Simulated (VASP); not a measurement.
# CuAu3 (I4/mmm) in VASP: further runs

CuAu3 is run at these levels: PBEsol; tasks: single point.

Program: VASP 6.6.1. These are calculated values, not measurements. Logs are shortened: lines on timing, memory, paths and dates and some standing lists are left out, and cuts for length are marked.

## 1. The cell of the first run

It takes space group I4/mmm (No. 139, tetragonal). Conventional cell: a = 3.900 Å, b = 3.900 Å, c = 7.998 Å, α = 90.00°, β = 90.00°, γ = 90.00°. Within 3.6 Å of Au (site symmetry 4/mmm) lie 4 Cu at 2.76 Å and 8 Au at 2.79 Å. Within 3.6 Å of Au (site symmetry -4m2) lie 8 Au at 2.76 to 2.79 Å and 4 Cu at 2.79 Å. Cu (site symmetry 4/mmm) has 12 Au at 2.76 to 2.79 Å within 3.6 Å.

## 2. Single point, PBEsol (volume scaled by 0.94)

Contents of INCAR:

```
SYSTEM = CuAu3
ALGO = Fast
EDIFF = 1E-7
ENCUT = 520
GGA = PS
ISIF = 2
ISMEAR = -1
LASPH = .TRUE.
LCHARG = .FALSE.
LREAL = .FALSE.
LWAVE = .FALSE.
NBANDS = 30
NELM = 100
PREC = Accurate
SIGMA = 0.05
```

Contents of KPOINTS:

```
k-points
0
G
  9 9 9
  0 0 0
```

Contents of POSCAR:

```
CuAu3
1.0
   -1.9499913111      1.9499913111      3.9987677589
    1.9499913111     -1.9499913111      3.9987677589
    1.9499913111      1.9499913111     -3.9987677589
Au Cu
3 1
Direct
    0.5000000000      0.5000000000      0.0000000000
    0.2500000000      0.7500000000      0.5000000000
    0.7500000000      0.2500000000      0.5000000000
    0.0000000000      0.0000000000      0.0000000000
```

Potentials or basis: VASP PAW PBE potentials, release 64 (Au, Cu).

Started as:

```bash
$ cat potpaw_PBE.64/Au/POTCAR potpaw_PBE.64/Cu/POTCAR > POTCAR
$ mpirun -np 1 vasp_std > vasp.out
```

OUTCAR:

```text
SYSTEM = CuAu3
   EDIFF = 1E-7
   ENCUT = 520
   GGA = PS
   ISIF = 2
   ISMEAR = -1
   LASPH = .TRUE.
   LREAL = .FALSE.
   NELM = 100
   PREC = Accurate

 ion  position               nearest neighbor table
   1  0.500  0.500  0.000-   4 2.76   4 2.76   4 2.76   4 2.76   3 2.79   2 2.79   3 2.79   3 2.79
                             2 2.79   2 2.79   3 2.79   2 2.79
   2  0.250  0.750  0.500-   3 2.76   3 2.76   3 2.76   3 2.76   4 2.79   1 2.79   4 2.79   1 2.79
                             4 2.79   4 2.79   1 2.79   1 2.79
   3  0.750  0.250  0.500-   2 2.76   2 2.76   2 2.76   2 2.76   4 2.79   1 2.79   4 2.79   4 2.79
                             1 2.79   1 2.79   4 2.79   1 2.79
   4  0.000  0.000  0.000-   1 2.76   1 2.76   1 2.76   1 2.76   3 2.79   2 2.79   3 2.79   2 2.79
                             3 2.79   3 2.79   2 2.79   2 2.79

  LATTYP: Found a body centered tetragonal cell.
 ALAT       =     3.8999826222
 C/A-ratio  =     2.0506592702

  Lattice vectors:

 A1 = (  -1.9499913111,   1.9499913111,   3.9987677589)
 A2 = (   1.9499913111,  -1.9499913111,   3.9987677589)
 A3 = (   1.9499913111,   1.9499913111,  -3.9987677589)

Analysis of symmetry for initial positions (statically):
=====================================================================
 Subroutine PRICEL returns:
 Original cell was already a primitive cell.

 Routine SETGRP: Setting up the symmetry group for a
 body centered tetragonal supercell.

 Subroutine GETGRP returns: Found 16 space group operations
 (whereof 16 operations were pure point group operations)
 out of a pool of 16 trial point group operations.

The static configuration has the point symmetry D_4h.

Analysis of symmetry for dynamics (positions and initial velocities):
=====================================================================
 Subroutine PRICEL returns:
 Original cell was already a primitive cell.

 Routine SETGRP: Setting up the symmetry group for a
 body centered tetragonal supercell.

 Subroutine GETGRP returns: Found 16 space group operations
 (whereof 16 operations were pure point group operations)
 out of a pool of 16 trial point group operations.

The dynamic configuration has the point symmetry D_4h.

 Subroutine INISYM returns: Found 16 space group operations
 (whereof 16 operations are pure point group operations),
 and found     1 'primitive' translations

----------------------------------------------------------------------------------------

                                     Primitive cell

  volume of cell :      60.8207

  direct lattice vectors                    reciprocal lattice vectors
    -1.949991311  1.949991311  3.998767759     0.000000000  0.256411399  0.125038519
     1.949991311 -1.949991311  3.998767759     0.256411399  0.000000000  0.125038519
     1.949991311  1.949991311 -3.998767759     0.256411399  0.256411399  0.000000000

  length of vectors
     4.857476281  4.857476281  4.857476281     0.285274319  0.285274319  0.362620478

  position of ions in fractional coordinates (direct lattice)
     0.500000000  0.500000000  0.000000000
     0.250000000  0.750000000  0.500000000
     0.750000000  0.250000000  0.500000000
     0.000000000  0.000000000  0.000000000

  ion indices of the primitive-cell ions
   primitive index   ion index
                 1           1
                 2           2
                 3           3
                 4           4

----------------------------------------------------------------------------------------

 KPOINTS: k-points

Automatic generation of k-mesh.
 Grid dimensions read from file:
 generate k-points for:    9    9    9

 Generating k-lattice:

  Cartesian coordinates                     Fractional coordinates (reciprocal lattice)
     0.000000000  0.028490155  0.013893169     0.111111111 -0.000000000  0.000000000
     0.028490155  0.000000000  0.013893169    -0.000000000  0.111111111  0.000000000
     0.028490155  0.028490155  0.000000000     0.000000000  0.000000000  0.111111111

  Length of vectors
     0.031697147  0.031697147  0.040291164

  Shift w.r.t. Gamma in fractional coordinates (k-lattice)
     0.000000000  0.000000000  0.000000000

 Subroutine IBZKPT returns following result:
 ===========================================

 Found     75 irreducible k-points:

 Following reciprocal coordinates:
            Coordinates               Weight
  0.000000  0.000000  0.000000      1.000000
  0.111111  0.000000 -0.000000      8.000000
  0.222222  0.000000  0.000000      8.000000
  0.333333  0.000000  0.000000      8.000000
  0.444444  0.000000  0.000000      8.000000
  0.111111  0.111111 -0.000000      8.000000
[... 16 lines left out ...]
 -0.333333  0.333333  0.000000      4.000000
  0.444444  0.444444  0.000000      8.000000
 [... further k-points ...]
   k-points           NKPTS =     75   k-points in BZ     NKDIM =     75   number of bands    NBANDS=     30
   number of dos      NEDOS =    301   number of ions     NIONS =      4
   total plane-waves  NPLWV =  46656
   dimension x,y,z NGX =    36 NGY =   36 NGZ =   36
   dimension x,y,z NGXF=    72 NGYF=   72 NGZF=   72
   ions per type =               3   1
   NGX,Y,Z   is equivalent  to a cutoff of  12.32, 12.32, 12.32 a.u.
   NGXF,Y,Z  is equivalent  to a cutoff of  24.64, 24.64, 24.64 a.u.
 SYSTEM =  CuAu3
   PREC   = accura    normal or accurate (medium, high low for compatibility)
   ISTART =      0    job   : 0-new  1-cont  2-samecut
   ICHARG =      2    charge: 1-file 2-atom 10-const
   ISPIN  =      1    spin polarized calculation?
   LNONCOLLINEAR =      F non collinear calculations
   LSORBIT =      F    spin-orbit coupling
   LASPH  =      T    aspherical Exc in radial PAW
   ENCUT  =  520.0 eV  38.22 Ry    6.18 a.u.   9.03  9.03  9.03*2*pi/ulx,y,z
   NELM   =    100;   NELMIN=  2; NELMDL= -5     # of ELM steps
   EDIFF  = 0.1E-06   stopping-criterion for ELM
   LREAL  =      F    real-space projection
   EDIFFG = 0.1E-05   stopping-criterion for IOM
   NSW    =      0    number of steps for IOM
   IBRION =     -1    ionic relax: 0-MD 1-quasi-New 2-CG
   NFREE  =      0    steps in history (QN), initial steepest desc. (CG)
   ISIF   =      2    stress and relaxation
   ISYM   =      2    0-nonsym 1-usesym 2-fastsym
   POTIM  = 0.5000    time-step for ionic-motion
   TEBEG  =    0.0;   TEEND  =   0.0 temperature during run
   PSTRESS=    0.0 pullay stress
   NELECT =      44.0000    total number of electrons
   NUPDOWN=      -1.0000    fix difference up-down
   EMIN   =  10.00;   EMAX   =-10.00  energy-range for DOS
   EFERMI =   0.00;   METHOD = LEGACY
   ISMEAR =    -1;   SIGMA  =   0.05  broadening in eV -4-tet -1-fermi 0-gaus
   EFERMI_NEDOS =   21; number of points for ismear=-14 and -15
   IALGO  =     68    algorithm
   IMIX   =      4    mixing-type and parameters
     AMIX     =   0.40;   BMIX     =  1.00
     AMIX_MAG =   1.60;   BMIX_MAG =  1.00
  volume/ion in A,a.u.               =      15.21       102.61
  Fermi-wavevector in a.u.,A,eV,Ry     =   1.469632  2.777201 29.386104  2.159818
  Thomas-Fermi vector in A             =   2.584986
   LORBIT       =      0    0 simple, 1 ext, 2 COOP (PROOUT), +10 PAW based schemes
   GGA     = PS    functional components
   LHFCALC =     F    Hartree Fock is set to
   AEXX    =    0.0000 exact exchange contribution
   IVDW    =     0    specifies the selected vdW correction
   LEPSILON=     F    determine dielectric tensor
   LRPA    =     F    only Hartree local field effects (RPA)
 non-spin polarized calculation
 RMM-DIIS sequential band-by-band and
  energy-cutoff  :      520.00
  volume of cell :       60.82
 maximum number of plane-waves:      1656
   NGX = 19   NGY = 19   NGZ = 19

 number of electron      43.9999998 magnetization

 Free energy of the ion-electron system (eV)
  ---------------------------------------------------
  ext. energy  EPLUGINS =         0.00000000
  ---------------------------------------------------
  free energy    TOTEN  =       -16.14279356 eV

  energy without entropy =      -16.13670658  energy(sigma->0) =      -16.13975007

 E-fermi :   9.5694     XC(G=0): -13.0834

 val. band max:        9.5325332055   @ k =  -0.2222  -0.4444   0.1111
 cond. band min:       9.5762419053   @ k =  -0.1111  -0.3333   0.1111
 fundamental gap:      0.0437086997
 Fermi energy:         9.5693778667

 k-point     1 :       0.0000    0.0000    0.0000
  band No.  band energies     occupation
      1      -0.7260      2.00000
      2       2.3243      2.00000
      3       2.5948      2.00000
      4       2.8157      2.00000
      5       3.9140      2.00000
      6       3.9140      2.00000
[... 22 lines left out ...]
     29      16.0529      0.00000
     30      18.4705      0.00000

 k-point     2 :       0.1111    0.0000   -0.0000
  band No.  band energies     occupation
      1      -0.5367      2.00000
      2       2.4205      2.00000
      3       2.6865      2.00000
      4       2.8976      2.00000
      5       3.7244      2.00000
      6       3.7881      2.00000
[... 22 lines left out ...]
     29      17.1617      0.00000
     30      19.2912      0.00000

 k-point     3 :       0.2222    0.0000    0.0000
  band No.  band energies     occupation
      1       0.0114      2.00000
      2       2.6768      2.00000
      3       2.9552      2.00000
      4       3.1018      2.00000
      5       3.5302      2.00000
      6       3.6116      2.00000
[... 22 lines left out ...]
     29      18.1857      0.00000
     30      19.7820      0.00000

 k-point     4 :       0.3333    0.0000    0.0000
  band No.  band energies     occupation
      1       0.8455      2.00000
      2       2.9582      2.00000
      3       3.3042      2.00000
      4       3.3768      2.00000
      5       3.4934      2.00000
      6       3.5386      2.00000
[... 616 lines left out ...]
     29      20.3405      0.00000
     30      22.6431      0.00000

 k-point    23 :      -0.3333    0.3333    0.0000
  band No.  band energies     occupation
      1       1.5932      2.00000
      2       2.4560      2.00000
      3       2.7889      2.00000
      4       3.3240      2.00000
      5       3.9291      2.00000
      6       3.9878      2.00000
[... 22 lines left out ...]
     29      22.0157      0.00000
     30      23.3185      0.00000

 k-point    24 :       0.4444    0.4444    0.0000
  band No.  band energies     occupation
      1       2.0642      2.00000
      2       2.1562      2.00000
      3       2.8876      2.00000
      4       3.4100      2.00000
      5       4.0646      2.00000
      6       4.1307      2.00000
[... 22 lines left out ...]
     29      20.0761      0.00000
     30      20.5037      0.00000

 [... further k-points ...]

------------------------ aborting loop because EDIFF is reached ----------------------------------------

  FORCE on cell =-STRESS in cart. coord.  units (eV):
  Direction    XX          YY          ZZ          XY          YZ          ZX
  --------------------------------------------------------------------------------------
  -------------------------------------------------------------------------------------
  Total        2.4089695      2.4089695      2.2564800      0.0000000     -0.0000000      0.0000000
  in kB       63.4585816     63.4585816     59.4416066      0.0000000     -0.0000000      0.0000000
  external PRESSURE =      62.1195899 kB  Pullay stress =       0.0000000 kB

 VOLUME and BASIS-vectors are now :
 -----------------------------------------------------------------------------
  energy-cutoff  :      520.00
  volume of cell :       60.82
      direct lattice vectors                 reciprocal lattice vectors
    -1.949991311  1.949991311  3.998767759     0.000000000  0.256411399  0.125038519
     1.949991311 -1.949991311  3.998767759     0.256411399  0.000000000  0.125038519
     1.949991311  1.949991311 -3.998767759     0.256411399  0.256411399  0.000000000

 POSITION                                       TOTAL-FORCE (eV/Angst)
 -----------------------------------------------------------------------------------
      0.00000      0.00000      3.99877        -0.000000     -0.000000     -0.000000
      1.94999     -0.00000      1.99938        -0.000000      0.000000     -0.000000
     -0.00000      1.94999      1.99938         0.000000     -0.000000      0.000000
      0.00000      0.00000      0.00000        -0.000000     -0.000000     -0.000000
 -----------------------------------------------------------------------------------
    total drift:                               -0.000000      0.000000      0.000000

  FREE ENERGIE OF THE ION-ELECTRON SYSTEM (eV)
  ---------------------------------------------------
  free  energy   TOTEN  =       -16.1427935622 eV

  energy  without entropy=      -16.1367065778  energy(sigma->0) =      -16.13975007
```

It took 2.8 min on 1 thread of Intel Xeon Platinum 8259CL at 2.50GHz (Skylake/Cascade Lake), shared host; peak memory 0.28 GiB.

Results:

* Free energy: -16.1428 eV
* Pressure: 6.2 GPa
* Band gap on the k mesh: zero (band 22 reaches 12.45 eV, above the bottom of band 23 at 8.33 eV)

Stress tensor (GPa, compression positive):
```
6.35 0.00 0.00
0.00 6.35 0.00
0.00 0.00 5.94
```

Caveat: the PAW data sets were made with another functional, which shifts forces and pressure a little; spin-orbit coupling is left out, which moves the levels of the heavy elements.

(Continued in part 2 of 2.)
